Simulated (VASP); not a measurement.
Si:

```
Si
1.0
    -2.61834    2.61834    2.61834
     2.61834   -2.61834    2.61834
     2.61834    2.61834   -2.61834
Si
3
Direct
  0.00000 0.50000 0.50000
  0.50000 0.00000 0.50000
  0.50000 0.50000 0.00000
```

- Program: VASP 6.6.1
- Task: relaxation of cell and atoms
- Functional: PBE
- Potentials or basis: VASP PAW PBE potentials, release 64 (Si)
- Cutoff: 600 eV
- k mesh: 6 × 6 × 6
- Occupations: gaussian, width 0.1 eV
- Spin: no spin polarisation

At the start: pressure -10.0 GPa; volume 23.93 Å³/atom.

Task: How do energy, volume and symmetry change on relaxing?

Result: Over 3 steps the energy falls by 196.4 meV/atom and the volume is 18.87 Å³/atom (-21.1 %); space group Im-3m (No. 229, to 0.05 Å).

Step by step:
```
step  energy change (eV)  largest force (eV/Å)  pressure (GPa)  volume (Å³)
   1              0.0000                0.0000           -9.97        71.80
   2             -0.5865                0.0000           -1.01        57.41
   3             -0.5892                0.0000           -0.03        56.62
```

Final structure:
```xyz
3
Lattice="-2.4190 2.4190 2.4190 2.4190 -2.4190 2.4190 2.4190 2.4190 -2.4190" Properties=species:S:1:pos:R:3 pbc="T T T"
Si    2.4190    0.0000    0.0000
Si    0.0000    2.4190    0.0000
Si    0.0000    0.0000    2.4190
```

Caveat: the volume moved by over 15 % at a fixed basis, so the end points are rough.
